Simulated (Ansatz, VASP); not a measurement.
**TaN: VASP beside Ansatz**

Contents of INCAR:

```
PREC = Accurate ; ENCUT = 520
EDIFF = 1E-8 ; ISMEAR = -1
SIGMA = 0.02 ; LREAL = F
LASPH = T ; NELM = 60
ALGO = Normal ; ISIF = 2
LWAVE = F ; LCHARG = F
GGA = PE ; LEFG = T
NBANDS = 15
```

File KPOINTS:

```
Automatic mesh
0
Gamma
  9 9 9
```

POSCAR

```
TaN
1.0
    0.0217900000      2.1898950000      2.1898950000
    2.1898950000      0.0217900000      2.1898950000
    2.1898950000      2.1898950000      0.0217900000
Ta N
1 1
Direct
    0.5000000000      0.5000000000      0.5000000000
    0.0000000000      0.0000000000      0.0000000000
```

Input for Ansatz:

```yaml
crystal:
  lattice:
    - [0.02179, 2.189895, 2.189895]
    - [2.189895, 0.02179, 2.189895]
    - [2.189895, 2.189895, 0.02179]
  atoms:
    - { symbol: Ta, position: [0.5, 0.5, 0.5] }
    - { symbol: "N", position: [0.0, 0.0, 0.0] }
kpoints:
  mp_grid: { grid: [9, 9, 9] }
scf:
  occupations: { method: fermi_dirac, width: 0.02 }
hamiltonian:
  xc: pbe
  pseudopotentials: { kind: paw }
output:
  forces: true
  stress: true
  eigenvalues: true
  efg: { contact_densities: true }
```

Change from the starting cell: equal xy, yz and zx shear strains of +1 %, PAW files.

Alike in both runs: task electric field gradients; functional PBE; k mesh 9 × 9 × 9; occupations fermi-dirac, width 0.02 eV; no spin polarisation.

```csv
,VASP,Ansatz
version,VASP 6.6.1,Ansatz 0.2.0
potentials or method,"VASP PAW PBE potentials, release 64 (Ta_pv, N)","PAW with Ansatz's default frozen-core files, scalar-relativistic"
plane-wave cutoff (eV),520,420
valence electrons in the cell,16,18
```

Ansatz gave:

| Item | Value |
| --- | --- |
| pressure (GPa) | 14.5 |
| traceless stress, the component that is largest in VASP (GPa) | -0.85 |
| size of Vzz on the site where it differs most (V/Å²) | 2.2 |

**Question.** Estimate VASP's values.

**Answer.** Pressure (GPa): 15.5; traceless stress, the component that is largest in VASP (GPa): -0.78; size of Vzz on the site where it differs most (V/Å²): 1.0.

The functional is the same, so the differences come from potentials, cutoffs and numerics. VASP's potentials hold 16 valence electrons a cell and Ansatz's 18, so a difference there can come from the potentials and not from the codes.

Neither program's run includes spin-orbit coupling.
